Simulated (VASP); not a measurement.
# LiNbO3 (R3c) in VASP: notebook

Runs on LiNbO3. Level: PBE. Tasks: single point.

All numbers are computed with VASP 6.6.1; they aren't measurements. Logs are shortened: lines on timing, memory, paths and dates and some standing lists are left out, and cuts for length are marked.

### Step 1. The cell of the first run

Symmetry: R3c, No. 161, trigonal system. The conventional cell has a = 5.131 Å, b = 5.131 Å, c = 13.420 Å, α = 90.00°, β = 90.00°, γ = 120.00°. Within 2.7 Å of Li (site symmetry 3) lie 6 O at 2.05 to 2.21 Å. Nb (site symmetry 3) has 6 O at 1.85 to 2.10 Å within 2.5 Å. Within 2.5 Å of O (site symmetry 1) lie 2 Nb at 1.85 to 2.10 Å and 2 Li at 2.05 to 2.21 Å.

### Step 2. Single point, PBE (10.20 Å³/atom)

Input file INCAR:

```
SYSTEM = LiNbO3
PREC = Accurate ; ENCUT = 520
EDIFF = 1E-7 ; ISMEAR = 0
SIGMA = 0.05 ; LREAL = .False.
LASPH = .True. ; NELM = 100
ALGO = Normal ; ISIF = 2
LWAVE = .False. ; LCHARG = .False.
GGA = PE ; NBANDS = 45
```

Input file KPOINTS:

```
regular mesh
0
Gamma
  6 6 6
  0 0 0
```

Input file POSCAR:

```
LiNbO3
1.0
    2.5657083638      1.4813124145      4.4733980560
   -2.5657083638      1.4813124145      4.4733980560
    0.0000000000     -2.9626248290      4.4733980560
Li Nb O
2 2 6
Direct
    0.2815913687      0.2815913687      0.2815913687
    0.7815913687      0.7815913687      0.7815913687
    0.0004900497      0.0004900497      0.0004900497
    0.5004900497      0.5004900497      0.5004900497
    0.1104619503      0.3580262714      0.7211003599
    0.7211003599      0.1104619503      0.3580262714
    0.3580262714      0.7211003599      0.1104619503
    0.2211003599      0.8580262714      0.6104619503
    0.8580262714      0.6104619503      0.2211003599
    0.6104619503      0.2211003599      0.8580262714
```

Potentials or basis: VASP PAW PBE potentials, release 64 (Li_sv, Nb_sv, O).

Command:

```
$ cat potpaw_PBE.64/Li_sv/POTCAR potpaw_PBE.64/Nb_sv/POTCAR potpaw_PBE.64/O/POTCAR > POTCAR
$ mpirun -np 1 vasp_std > vasp.out
```

OUTCAR:

```text
SYSTEM = LiNbO3
   PREC = Accurate
   ENCUT = 520
   EDIFF = 1E-7
   ISMEAR = 0
   LREAL = .False.
   LASPH = .True.
   NELM = 100
   ISIF = 2
   GGA = PE

 ion  position               nearest neighbor table
   1  0.282  0.282  0.282-   8 2.05  10 2.05   9 2.05   5 2.21   7 2.21   6 2.21
   2  0.782  0.782  0.782-   7 2.05   6 2.05   5 2.05   9 2.21   8 2.21  10 2.21
   3  0.000  0.000  0.000-   5 1.85   6 1.85   7 1.85   9 2.10   8 2.10  10 2.10
   4  0.500  0.500  0.500-   9 1.85  10 1.85   8 1.85   5 2.10   7 2.10   6 2.10
   5  0.110  0.358  0.721-   3 1.85   2 2.05   4 2.10   1 2.21
   6  0.721  0.110  0.358-   3 1.85   2 2.05   4 2.10   1 2.21
   7  0.358  0.721  0.110-   3 1.85   2 2.05   4 2.10   1 2.21
   8  0.221  0.858  0.610-   4 1.85   1 2.05   3 2.10   2 2.21
   9  0.858  0.610  0.221-   4 1.85   1 2.05   3 2.10   2 2.21
  10  0.610  0.221  0.858-   4 1.85   1 2.05   3 2.10   2 2.21

  LATTYP: Found a trigonal (rhomboedric) cell.
 ALAT       =     5.3654856299
 COS(alpha) =     0.5426733569

  Lattice vectors:

 A1 = (   2.5657083638,   1.4813124145,   4.4733980560)
 A2 = (  -2.5657083638,   1.4813124145,   4.4733980560)
 A3 = (   0.0000000000,  -2.9626248290,   4.4733980560)

Analysis of symmetry for initial positions (statically):
=====================================================================
 Subroutine PRICEL returns:
 Original cell was already a primitive cell.

 Routine SETGRP: Setting up the symmetry group for a
 trigonal (rhombohedral) supercell.

 Subroutine GETGRP returns: Found  6 space group operations
 (whereof  3 operations were pure point group operations)
 out of a pool of 12 trial point group operations.

The static configuration has the point symmetry C_3 .
 The point group associated with its full space group is C_3v.

Analysis of symmetry for dynamics (positions and initial velocities):
=====================================================================
 Subroutine PRICEL returns:
 Original cell was already a primitive cell.

 Routine SETGRP: Setting up the symmetry group for a
 trigonal (rhombohedral) supercell.

 Subroutine GETGRP returns: Found  6 space group operations
 (whereof  3 operations were pure point group operations)
 out of a pool of 12 trial point group operations.

The dynamic configuration has the point symmetry C_3 .
 The point group associated with its full space group is C_3v.

 Subroutine INISYM returns: Found  6 space group operations
 (whereof  3 operations are pure point group operations),
[... 121 lines left out ...]
   TEBEG  =    0.0;   TEEND  =   0.0 temperature during run
   PSTRESS=    0.0 pullay stress
   NELECT =      68.0000    total number of electrons
   NUPDOWN=      -1.0000    fix difference up-down
   EMIN   =  10.00;   EMAX   =-10.00  energy-range for DOS
   EFERMI =   0.00;   METHOD = LEGACY
   ISMEAR =     0;   SIGMA  =   0.05  broadening in eV -4-tet -1-fermi 0-gaus
   EFERMI_NEDOS =   21; number of points for ismear=-14 and -15
   IALGO  =     38    algorithm
   IMIX   =      4    mixing-type and parameters
     AMIX     =   0.40;   BMIX     =  1.00
     AMIX_MAG =   1.60;   BMIX_MAG =  1.00
  volume/ion in A,a.u.               =      10.20        68.84
  Fermi-wavevector in a.u.,A,eV,Ry     =   1.430091  2.702479 27.826079  2.045159
  Thomas-Fermi vector in A             =   2.549974
   LORBIT       =      0    0 simple, 1 ext, 2 COOP (PROOUT), +10 PAW based schemes
   GGA     = PE    functional components
   LHFCALC =     F    Hartree Fock is set to
   AEXX    =    0.0000 exact exchange contribution
   IVDW    =     0    specifies the selected vdW correction
   LEPSILON=     F    determine dielectric tensor
   LRPA    =     F    only Hartree local field effects (RPA)
 non-spin polarized calculation
 Gauss-broadening in eV      SIGMA  =   0.05
  energy-cutoff  :      520.00
  volume of cell :      102.01
 maximum number of plane-waves:      2788
   NGX = 19   NGY = 19   NGZ = 19

 number of electron      68.0000011 magnetization

 Free energy of the ion-electron system (eV)
  ---------------------------------------------------
  ext. energy  EPLUGINS =         0.00000000
  ---------------------------------------------------
  free energy    TOTEN  =       -79.72802988 eV

  energy without entropy =      -79.72802988  energy(sigma->0) =      -79.72802988

 E-fermi :   4.2420     XC(G=0): -11.0047

 val. band max:        3.9094802035   @ k =   0.1667   0.1667   0.1667
 cond. band min:       7.7434350219   @ k =   0.5000   0.3333   0.0000
 fundamental gap:      3.8339548184
 Fermi energy:         4.2419952027

 k-point     1 :       0.0000    0.0000    0.0000
  band No.  band energies     occupation
      1     -50.0227      2.00000
      2     -50.0032      2.00000
      3     -38.6363      2.00000
      4     -38.6331      2.00000
      5     -26.4294      2.00000
      6     -26.4294      2.00000
[... 1141 lines left out ...]
     44      13.9251      0.00000
     45      14.7239      0.00000

 [... further k-points ...]

------------------------ aborting loop because EDIFF is reached ----------------------------------------

  FORCE on cell =-STRESS in cart. coord.  units (eV):
  Direction    XX          YY          ZZ          XY          YZ          ZX
  --------------------------------------------------------------------------------------
  -------------------------------------------------------------------------------------
  Total        8.2456411      8.2456411     10.1919295      0.0000000      0.0000000      0.0000000
  in kB      129.5067074    129.5067074    160.0752706      0.0000000      0.0000000      0.0000000
  external PRESSURE =     139.6962285 kB  Pullay stress =       0.0000000 kB

 VOLUME and BASIS-vectors are now :
 -----------------------------------------------------------------------------
  energy-cutoff  :      520.00
  volume of cell :      102.01
      direct lattice vectors                 reciprocal lattice vectors
     2.565708364  1.481312415  4.473398056     0.194877955  0.112512840  0.074514570
    -2.565708364  1.481312415  4.473398056    -0.194877955  0.112512840  0.074514570
     0.000000000 -2.962624829  4.473398056     0.000000000 -0.225025680  0.074514570

 POSITION                                       TOTAL-FORCE (eV/Angst)
 -----------------------------------------------------------------------------------
      0.00000      0.00000      3.77901         0.000000      0.000000     -0.056832
      0.00000      0.00000     10.48911         0.000000      0.000000     -0.056832
      0.00000      0.00000      0.00658         0.000000      0.000000     -0.597797
      0.00000      0.00000      6.71667         0.000000      0.000000     -0.597797
     -0.63518     -1.44237      5.32150        -0.499979      0.627139      0.218210
      1.56672      0.17111      5.32150        -0.293128     -0.746564      0.218210
     -0.93154      1.27127      5.32150         0.793108      0.119426      0.218210
     -1.63417     -0.21005      7.55820        -0.793108      0.119426      0.218210
      0.63518      1.52025      7.55820         0.499979      0.627139      0.218210
      0.99899     -1.31021      7.55820         0.293128     -0.746564      0.218210
 -----------------------------------------------------------------------------------
    total drift:                               -0.000000      0.000000     -0.000554

  FREE ENERGIE OF THE ION-ELECTRON SYSTEM (eV)
  ---------------------------------------------------
  free  energy   TOTEN  =       -79.7280298771 eV

  energy  without entropy=      -79.7280298771  energy(sigma->0) =      -79.72802988
```

Run time: 3.1 min. Hardware: 1 thread of AMD EPYC 7R13, shared host; peak memory 0.27 GiB.

What came out:

```
Free energy            : -79.7280 eV
Largest force          : 0.831 eV/Å
Band gap on the k mesh : 3.83 eV (least direct gap 3.89 eV)
```

Forces in eV/Å, atoms in the order of the input:
```
Li   0.000  0.000 -0.057
Li   0.000  0.000 -0.057
Nb   0.000  0.000 -0.598
Nb   0.000  0.000 -0.598
O   -0.500  0.627  0.218
O   -0.293 -0.747  0.218
O    0.793  0.119  0.218
O   -0.793  0.119  0.218
O    0.500  0.627  0.218
O    0.293 -0.747  0.218
```

Levels at points of the mesh, in eV from the valence-band top:
```tsv
k point	band 31	band 32	band 33	band 34	band 35	band 36	band 37	band 38
(0.00, 0.00, 0.00)	-0.59	-0.44	-0.02	-0.02	3.87	3.87	4.24	5.52
(0.50, 0.00, 0.00)	-0.26	-0.26	-0.19	-0.19	4.15	4.15	5.00	5.00
(0.50, 0.50, 0.00)	-0.67	-0.61	-0.44	-0.21	3.94	4.41	4.94	4.94
(0.50, 0.50, 0.50)	-0.36	-0.36	-0.36	-0.36	4.85	4.85	5.16	5.16
```

Caveat: the cutoff is under 1.25 times the usual one of these potentials, so pressure, stress and relaxed cells hold a basis-set (Pulay) error. A k mesh can miss the band edges.

### Step 3. Single point, PBE (10.20 Å³/atom)

Input file INCAR:

```
SYSTEM = LiNbO3
  PREC = Accurate
  ENCUT = 520
  EDIFF = 1E-7
  ISMEAR = 0
  SIGMA = 0.05
  LREAL = .False.
  LASPH = .True.
  NELM = 80
  ALGO = Normal
  ISIF = 2
  LWAVE = .False.
  LCHARG = .False.
  GGA = PE
  NBANDS = 45
```

KPOINTS is that of step 2.

POSCAR, as its differences from that of step 2:

```diff
@@ -2,5 +2,5 @@
 1.0
-    2.5657083638      1.4813124145      4.4733980560
-   -2.5657083638      1.4813124145      4.4733980560
-    0.0000000000     -2.9626248290      4.4733980560
+    2.5933026933      1.4972440081      4.3787051541
+   -2.5933026933      1.4972440081      4.3787051541
+    0.0000000000     -2.9944880161      4.3787051542
 Li Nb O
```

Potentials or basis: VASP PAW PBE potentials, release 64 (Li_sv, Nb_sv, O).

Command:

```
$ cat potpaw_PBE.64/Li_sv/POTCAR potpaw_PBE.64/Nb_sv/POTCAR potpaw_PBE.64/O/POTCAR > POTCAR
$ mpirun -np 1 vasp_std > vasp.out
```

Wall time 2.9 min (1 thread of AMD EPYC 7R13, shared host); peak memory 0.27 GiB.

It converged, with:

| Quantity | Value |
| --- | --- |
| Free energy | -79.6489 eV |
| Largest force | 0.692 eV/Å |
| Band gap on the k mesh | 3.77 eV (least direct gap 3.83 eV) |

Forces on the atoms (eV/Å):
```
Li   0.000  0.000 -0.134
Li   0.000  0.000 -0.134
Nb   0.000  0.000 -0.383
Nb   0.000  0.000 -0.383
O   -0.391  0.543  0.172
O   -0.275 -0.611  0.172
O    0.666  0.067  0.172
O   -0.666  0.067  0.172
O    0.391  0.543  0.172
O    0.275 -0.611  0.172
```

Levels at points of the mesh, in eV from the valence-band top:
```csv
k point,band 31,band 32,band 33,band 34,band 35,band 36,band 37,band 38
"(0.00, 0.00, 0.00)",-0.46,-0.41,-0.04,-0.04,3.83,3.83,4.08,5.45
"(0.50, 0.00, 0.00)",-0.23,-0.23,-0.15,-0.15,4.11,4.11,4.92,4.92
"(0.50, 0.50, 0.00)",-0.61,-0.55,-0.45,-0.22,3.87,4.36,4.86,4.93
"(0.50, 0.50, 0.50)",-0.38,-0.38,-0.38,-0.38,4.71,4.71,5.11,5.11
```

Caveat: the cutoff is under 1.25 times the usual one of these potentials, so pressure, stress and relaxed cells hold a basis-set (Pulay) error. A k mesh can miss the band edges.
